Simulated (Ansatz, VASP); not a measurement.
**Ti in VASP and in Ansatz**

```xyz
1
Lattice="2.5218 0.0000 0.0000 0.0000 2.5218 0.0000 0.0000 0.0000 2.5218" Properties=species:S:1:pos:R:3 pbc="T T T"
Ti    0.0000    0.0000    0.0000
```

Alike in both runs: task single point; functional LDA; k mesh 14 × 14 × 14; occupations fermi-dirac, width 0.1 eV; no spin polarisation.

```csv
,VASP,Ansatz
version,VASP 6.6.1,Ansatz 0.2.0
potentials or method,"VASP PAW LDA potentials, release 64 (Ti_sv), cutoff 520 eV","plane waves (420 eV) with PAW, scalar-relativistic"
valence electrons in the cell,12,12
```

|  | VASP | Ansatz | Ansatz less VASP |
| --- | --- | --- | --- |
| pressure (GPa) | 3.8 | 3.8 | -0.01 |

Ansatz warns that its potentials were made for another functional, while VASP's fit it. LDA's correlation is that of Perdew and Zunger in VASP and of Perdew and Wang (1992) in Ansatz.
